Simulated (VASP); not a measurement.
Write the native input for VASP 6.6.1 that does the following.

```yaml
Task: relaxation of cell and atoms
Functional: PBE
Potentials_or_basis: VASP PAW PBE potentials, release 64 (Ga_d)
Cutoff: 600 eV
k_mesh: 15 × 15 × 15
Occupations: fermi-dirac, width 0.05 eV
Spin: no spin polarisation
Target_pressure: 330 GPa
Dipole_correction: no
Further_INCAR_settings: ALGO = Normal; EDIFF = 1e-07; IBRION = 2; EDIFFG = -0.005; NSW = 60; ISIF = 3
```

The structure of Ga lies in POSCAR:

```
Ga
1.0
    0.0000000000      2.0332054097      2.0332054097
    2.0332054097      0.0000000000      2.0332054097
    2.0332054097      2.0332054097      0.0000000000
Ga
2
Direct
   -0.1250000000     -0.1250000000     -0.1250000000
    0.1250000000      0.1250000000      0.1250000000
```

This isn't the form of Ga at room conditions, which is orthorhombic.

The input as run:

INCAR

```
SYSTEM = Ga
ALGO = Normal ; EDIFF = 1E-7
EDIFFG = -0.005 ; ENCUT = 600
GGA = PE ; IBRION = 2
ISIF = 3 ; ISMEAR = -1
LASPH = .TRUE. ; LCHARG = .FALSE.
LREAL = .FALSE. ; LWAVE = .FALSE.
NELM = 60 ; NSW = 60
PREC = Accurate ; PSTRESS = 3300.0
SIGMA = 0.05
```

KPOINTS

```
k-points
0
G
  15 15 15
  0 0 0
```

Potentials or basis: VASP PAW PBE potentials, release 64 (Ga_d).

Run with:

```console
$ cat potpaw_PBE.64/Ga_d/POTCAR > POTCAR
$ mpirun -np 1 vasp_std > vasp.out
```

Results of the run:

```yaml
Relaxed_volume: 9.73 Å³/atom
Relaxed_cell: a = 3.019 Å, b = 3.019 Å, c = 3.019 Å, α = 60.00°, β = 60.00°, γ = 60.00°
Space_group_after_relaxing_to_0.1_Å: Fd-3m (No. 227)
Energy_change_on_relaxing_the_run_minimises_the_enthalpy: -3446.0 meV/atom
Ionic_steps: 5
Pressure_after_relaxing: 330.1 GPa
Band_gap_on_the_k_mesh: zero (bands 13 and 14 overlap by 11.63 eV)
```

Caveat: the cell is relaxed towards a set pressure, so the run minimises the enthalpy, not the energy; the volume moved by over 15 % at a fixed basis, so the end points are rough.

Wall time 2.6 min on 1 thread of Intel Xeon 8259CL, with other jobs on the host, peak memory 0.17 GiB.
